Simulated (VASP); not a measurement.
Write the native input for VASP 6.6.1 that does the following.

```yaml
Task: single point
Functional: PBEsol
Potentials_or_basis: VASP PAW PBE potentials, release 64 (Pb_d, S)
Cutoff: 520 eV
k_mesh: 4 × 4 × 4, shifted
Occupations: gaussian, width 0.1 eV
Spin: no spin polarisation
Dipole_correction: no
Further_INCAR_settings: ALGO = Normal; EDIFF = 1e-07; NBANDS = 28
```

The structure of PbS lies in POSCAR:

```
PbS
1.0
    2.0799530000     -5.9912970000      0.0000000000
    2.0799530000      5.9912970000      0.0000000000
    0.0000000000      0.0000000000      4.2793210000
Pb S
2 2
Direct
    0.8694370000      0.1305630000      0.7500000000
    0.1305630000      0.8694370000      0.2500000000
    0.6452030000      0.3547970000      0.7500000000
    0.3547970000      0.6452030000      0.2500000000
```

One way to write it, as run:

INCAR

```
SYSTEM = PbS
PREC = Accurate
ENCUT = 520
EDIFF = 1E-7
ISMEAR = 0
SIGMA = 0.1
LREAL = .FALSE.
LASPH = .TRUE.
NELM = 80
ALGO = Normal
ISIF = 2
LWAVE = .FALSE.
LCHARG = .FALSE.
GGA = PS
NBANDS = 28
```

KPOINTS

```
Automatic mesh
0
Gamma
  4 4 4
  0.5 0.5 0.5
```

Potentials or basis: VASP PAW PBE potentials, release 64 (Pb_d, S).

Command:

```bash
$ cat potpaw_PBE.64/Pb_d/POTCAR potpaw_PBE.64/S/POTCAR > POTCAR
$ mpirun -np 1 vasp_std > vasp.out
```

It gave:

The pressure is -1.9 GPa, the largest force is 0.058 eV/Å and the band gap on the k mesh is 1.27 eV.

Caveat: the PAW data sets were made with another functional, which shifts forces and pressure a little; spin-orbit coupling is left out, which moves the levels of the heavy elements; a shifted mesh leaves out Γ, where band edges can lie.

It took 77 s on 1 thread of Intel Xeon 8259CL, on a shared host, peak memory 0.26 GiB.
